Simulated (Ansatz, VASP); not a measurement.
Two plane-wave programs on LiF

```
CELL_PARAMETERS angstrom
3.11839 0.00000 0.00000
-1.55919 2.70060 0.00000
0.00000 0.00000 4.68039
ATOMIC_POSITIONS crystal
Li 0.33333 0.66667 0.38398
Li 0.66667 0.33333 0.88398
F 0.33333 0.66667 0.99102
F 0.66667 0.33333 0.49102
```

Alike in both runs: task single point; functional LDA; k mesh 9 × 9 × 6; occupations gaussian, width 0.05 eV; no spin polarisation.

|  | VASP | Ansatz |
| --- | --- | --- |
| version | VASP 6.6.1 | Ansatz 0.2.0 |
| potentials or method | VASP PAW LDA potentials, release 64 (Li_sv, F), cutoff 520 eV | scalar-relativistic, plane waves, PAW |
| valence electrons in the cell | 20 | 20 |

```tsv
	VASP	Ansatz	Ansatz less VASP
gap on the k mesh at the Fermi level (eV)	7.46	7.47	+0.015
least direct gap on the mesh (eV)	7.46	7.47	+0.015
rms of the force components (eV/Å)	0.044	0.042	-0.0017
```

LDA's correlation is that of Perdew and Zunger in VASP and of Perdew and Wang (1992) in Ansatz. Atom by atom the forces differ by 0.002 eV/Å (rms over components).

Noted on VASP's run: the cutoff is short for stress, so the pressure is rough.
